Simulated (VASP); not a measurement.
Wanted: the native input for a VASP 6.6.1 run.

| Quantity | Value |
| --- | --- |
| Task | single point |
| Functional | r2SCAN |
| Potentials or basis | VASP PAW PBE potentials, release 64 (B, N) |
| Cutoff | 520 eV |
| k mesh | 4 × 4 × 2, shifted |
| Occupations | gaussian, width 0.01 eV |
| Spin | no spin polarisation |
| Dipole correction | no |
| Further INCAR settings | ALGO = Normal; EDIFF = 1e-06; NBANDS = 26 |

The system is BN.

```xyz
8
Lattice="6.5545 -1.2560 0.0000 6.5545 1.2560 0.0000 -0.0398 0.0000 4.3983" Properties=species:S:1:pos:R:3 pbc="T T T"
B    -0.0387    0.0000    4.3932
B     2.6049    0.0000    1.8812
B    11.3340    0.0000    1.6739
B     6.9480    0.0000    2.1916
N    12.8432    0.0000    1.5091
N     6.6016    0.0000    3.7085
N     8.4625    0.0000    1.9520
N     4.0783    0.0000    1.7288
```

These files were run (other wordings do the same):

POSCAR

```
BN
1.0
    6.5544910000     -1.2559910000      0.0000000000
    6.5544910000      1.2559910000      0.0000000000
   -0.0398360000      0.0000000000      4.3983230000
B N
4 4
Direct
    0.0000830000      0.0000830000      0.9988240000
    0.2000110000      0.2000110000      0.4277020000
    0.8657530000      0.8657530000      0.3805750000
    0.5315310000      0.5315310000      0.4982820000
    0.9807680000      0.9807680000      0.3431060000
    0.5061550000      0.5061550000      0.8431640000
    0.6468950000      0.6468950000      0.4437980000
    0.3123020000      0.3123020000      0.3930490000
```

INCAR.step1

```
SYSTEM = BN
PREC = Accurate ; ENCUT = 520
ISMEAR = 0 ; SIGMA = 0.01
LREAL = .FALSE. ; LASPH = .TRUE.
NELM = 80 ; NBANDS = 26
GGA = PE ; ALGO = Normal
EDIFF = 1E-4 ; LWAVE = .TRUE.
LCHARG = .FALSE.
```

INCAR.step2

```
SYSTEM = BN
PREC = Accurate ; ENCUT = 520
EDIFF = 1E-6 ; ISMEAR = 0
SIGMA = 0.01 ; LREAL = .FALSE.
LASPH = .TRUE. ; NELM = 80
ALGO = Normal ; ISIF = 2
LWAVE = .FALSE. ; LCHARG = .FALSE.
METAGGA = R2SCAN ; LMIXTAU = .TRUE.
NBANDS = 26 ; ISTART = 1
```

KPOINTS

```
Automatic mesh
0
Gamma
  4 4 2
  0.5 0.5 0.5
```

Potentials or basis: VASP PAW PBE potentials, release 64 (B, N).

Launch:

```sh
$ cat potpaw_PBE.64/B/POTCAR potpaw_PBE.64/N/POTCAR > POTCAR
$ cp INCAR.step1 INCAR
$ mpirun -np 1 vasp_std > vasp.out
$ cp INCAR.step2 INCAR
$ mpirun -np 1 vasp_std > vasp.out
```

Results of the run:

The pressure is -3.1 GPa, the largest force is 0.110 eV/Å and the band gap on the k mesh is 2.58 eV, indirect (the least direct gap lies 0.5 meV higher).

Caveat: the k points lie up to 0.71 Å⁻¹ apart; the PAW data sets were made with another functional, which shifts forces and pressure a little.

Wall time 80 s on 1 thread of Intel(R) Xeon(R) 6975P-C (Granite Rapids) (shared host), peak memory 0.3 GiB.
